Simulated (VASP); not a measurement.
A run of VASP 6.6.1 is set up as follows.

The input INCAR:

```
SYSTEM = Al36BN34
PREC = Accurate ; ENCUT = 520
EDIFF = 1E-7 ; ISMEAR = 0
SIGMA = 0.01 ; LREAL = Auto
LASPH = .True. ; NELM = 150
ALGO = Normal ; ISIF = 2
LWAVE = .False. ; LCHARG = .True.
ISPIN = 2 ; MAGMOM = 0 0 0 0 0 0 0 0 0 0 0 0 0 0.01 0 0 0 0.03 0 0 0 0 0 0 0 0 0 0 0 0.02 0 0 0 0 0 0 0 0 0 0 0.04 0 0 0 0 0 0 0 0.03 0 0.01 0.03 0 0 0.02 0 0 0 0 0 0 0 0.05 0 0 0.01 0 0 0 0 0.29
LORBIT = 11 ; NUPDOWN = 1.0
GGA = PE ; LELF = .True.
LVHAR = .True. ; NBANDS = 186
```

KPOINTS

```
Automatic mesh
0
Gamma
  1 1 1
  0.25 0.25 0.25
```

POSCAR

```
Al36BN34
1.0
    9.3892708700      0.0000000883      0.0000000000
   -4.6946355115      8.1313470508      0.0000000000
    0.0000000000      0.0000000000     10.0348065900
Al N B
36 34 1
Direct
    0.2224873910      0.1101477847      0.2510279438
    0.1121476618      0.2225882804      0.4996069649
    0.2196428344      0.1085429800      0.7523866996
    0.1113235258      0.2229407788      1.0011859589
    0.2265116854      0.4463201225      0.2513743161
    0.1111460682      0.5551779203      0.5004692744
    0.2206970752      0.4433944896      0.7510306419
    0.1115625606      0.5550498059      1.0010260388
    0.2222909792      0.7771245172      0.2508627552
    0.1100196101      0.8860306574      0.5010768244
    0.2221313207      0.7767346134      0.7507868856
    0.1111389920      0.8877841831      1.0008958446
    0.5542493139      0.1110736632      0.2511831833
    0.4317481628      0.2080344650      0.5053945432
    0.5554323494      0.1086690305      0.7514324146
    0.4441181440      0.2203716196      0.9947941050
    0.5668241946      0.4564409795      0.2369205166
    0.4441145431      0.5583251912      0.5070959062
    0.5550438743      0.4419820196      0.7424933881
    0.4445852213      0.5564578897      0.9945873665
    0.5566564238      0.7777691948      0.2511693596
    0.4430676828      0.8864323192      0.5009589537
    0.5569654953      0.7794706823      0.7512610565
    0.4443749462      0.8878562136      1.0012497818
    0.8893113010      0.1125097362      0.2518270026
    0.7755091665      0.2240915054      0.4995834693
    0.8888920855      0.1114966790      0.7496742459
    0.7788343938      0.2233017458      1.0004987445
    0.8895701734      0.4474105605      0.2505548450
    0.7840471035      0.5650359356      0.5016507979
    0.8899026252      0.4440858352      0.7494789967
    0.7818958694      0.5577909385      0.9931605473
    0.8908762683      0.7792977283      0.2498284164
    0.7781315503      0.8897862054      0.4993573211
    0.8896736321      0.7795782462      0.7503373284
    0.7787795641      0.8901776467      1.0007799115
    0.2140880138      0.1026948161      0.4394115392
    0.1142658087      0.2233588803      0.1917087864
    0.2207886201      0.1104079180      0.9432028532
    0.1115245335      0.2212419884      0.6908278383
    0.2221895132      0.4456808822      0.4414846669
    0.1126531103      0.5549359683      0.1913318190
    0.2209819625      0.4435478667      0.9406109833
    0.1116335995      0.5549874441      0.6906257379
    0.2216526852      0.7767219271      0.4411842924
    0.1133445504      0.8896762779      0.1903221239
    0.2224304761      0.7774940450      0.9412834614
    0.1114400557      0.8877180666      0.6915364575
    0.5518077217      0.1062088902      0.4404030675
    0.5563898802      0.1100754653      0.9424545749
    0.4402919798      0.2141607692      0.6971105508
    0.4451438018      0.5583131856      0.1833948854
    0.5561209494      0.4434136363      0.9397314129
    0.4432580632      0.5570844323      0.6970528015
    0.5549484257      0.7793743494      0.4412440204
    0.4446227707      0.8892276895      0.1912128620
    0.5573707428      0.7803078249      0.9407681291
    0.4442494930      0.8876045097      0.6913480248
    0.8883141634      0.1136286555      0.4412329742
    0.7765028962      0.2240070430      0.1913476442
    0.8894395385      0.1123497903      0.9412874219
    0.7768993106      0.2216090791      0.6905169299
    0.8903387780      0.4468919830      0.4408187920
    0.7875843097      0.5618883775      0.1804814078
    0.8905635818      0.4437342655      0.9391727531
    0.7817229169      0.5577661592      0.6941268281
    0.8936925120      0.7842590659      0.4397113202
    0.7792789629      0.8905756689      0.1913654009
    0.8904534627      0.7813355612      0.9395443364
    0.7783468490      0.8894791029      0.6902248529
    0.5514436521      0.4332901163      0.4328332641
```

Potentials or basis: VASP PAW PBE potentials, release 64 (Al, N, B).

Run with:

```console
$ cat potpaw_PBE.64/Al/POTCAR potpaw_PBE.64/N/POTCAR potpaw_PBE.64/B/POTCAR > POTCAR
$ mpirun -np 1 vasp_std > vasp.out
```

Task: What does it give for the largest force?

Result: 0.087 eV/Å.

Task: Predict the pressure.

Result: 1.6 GPa.

Forces on the atoms (eV/Å):
```
Al  -0.023  0.009  0.012
Al  -0.042  0.027 -0.003
Al   0.027 -0.008 -0.004
Al  -0.033  0.017  0.011
Al   0.022 -0.018  0.003
Al  -0.020 -0.002 -0.014
Al   0.030 -0.011  0.002
Al  -0.022  0.011  0.000
Al   0.070 -0.020  0.012
Al  -0.015  0.014  0.011
Al   0.031 -0.018 -0.001
Al  -0.014  0.022 -0.034
Al   0.037 -0.010 -0.008
Al   0.031 -0.003 -0.022
Al   0.018 -0.013 -0.010
Al  -0.013  0.033 -0.022
Al  -0.004  0.001  0.018
Al  -0.004  0.070 -0.024
Al   0.013 -0.028 -0.008
Al  -0.016  0.012  0.005
Al  -0.015 -0.023 -0.003
Al  -0.004  0.025 -0.024
Al   0.020 -0.022  0.002
Al  -0.021  0.013  0.020
Al   0.017  0.023 -0.022
Al  -0.036  0.010 -0.020
Al   0.025 -0.011  0.000
Al  -0.027  0.016  0.027
Al   0.048 -0.055  0.012
Al   0.010  0.036  0.010
Al   0.035 -0.019  0.003
Al  -0.047 -0.006 -0.023
Al  -0.064  0.032  0.050
Al  -0.067  0.018 -0.006
Al   0.023 -0.003  0.003
Al  -0.032  0.020  0.005
N    0.036 -0.007  0.027
N   -0.038 -0.002  0.012
N    0.032 -0.021  0.005
N   -0.038  0.018  0.004
N    0.055 -0.029  0.005
N   -0.053  0.025 -0.008
N    0.038 -0.018 -0.005
N   -0.043  0.020  0.003
N    0.020 -0.018  0.001
N    0.027  0.008 -0.028
N    0.030 -0.020  0.000
N   -0.044  0.019 -0.005
N    0.030 -0.032 -0.004
N    0.038 -0.024  0.029
N   -0.039  0.028  0.018
N   -0.030  0.032  0.026
N    0.033 -0.010 -0.015
N   -0.044  0.028  0.008
N    0.034 -0.011  0.010
N   -0.006  0.018 -0.011
N    0.038 -0.024 -0.005
N   -0.041  0.023  0.014
N    0.048 -0.021  0.006
N   -0.011 -0.003  0.011
N    0.042 -0.023 -0.007
N   -0.047  0.020  0.005
N    0.001  0.000  0.003
N    0.004 -0.029 -0.035
N    0.038 -0.015 -0.007
N   -0.059  0.005 -0.032
N    0.050 -0.050  0.002
N   -0.021  0.016 -0.007
N    0.043 -0.033  0.004
N   -0.033  0.018 -0.001
B   -0.029 -0.032  0.015
```

Caveat: the k points lie up to 0.39 Å⁻¹ apart; the total moment is fixed, so each spin has its own Fermi level and the state may be an excited one.
